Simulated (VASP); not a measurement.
A run of VASP 6.6.1 is set up as follows.

The input INCAR:

```
  ALGO = Fast
  EDIFF = 1E-6
  ENCUT = 520
  GGA = PE
  ISIF = 2
  ISMEAR = 0
  LASPH = T
  LCHARG = F
  LREAL = F
  LWAVE = F
  NBANDS = 21
  NELM = 60
  PREC = Accurate
  SIGMA = 0.1
```

The input KPOINTS:

```
k-points
0
Gamma
  6 6 6
```

File POSCAR:

```
Ti2Si
1.0
    4.4014950222      0.0000000000      0.0000000000
   -2.2007475111      3.8118065039      0.0000000000
    0.0000000000      0.0000000000      2.6500265537
Ti Si
2 1
Direct
    0.3333333333      0.6666666667      0.5000000000
    0.6666666667      0.3333333333      0.5000000000
    0.0000000000      0.0000000000      0.0000000000
```

Potentials or basis: VASP PAW PBE potentials, release 64 (Ti_sv, Si).

Command:

```bash
$ cat potpaw_PBE.64/Ti_sv/POTCAR potpaw_PBE.64/Si/POTCAR > POTCAR
$ mpirun -np 1 vasp_std > vasp.out
```

Estimate the pressure.

-0.1 GPa.

What does it give for the band gap on the k mesh?

Zero (bands 14 and 15 overlap by 0.55 eV).

Caveat: the k points lie up to 0.40 Å⁻¹ apart, too coarse for converged energies and pressures of a metal.
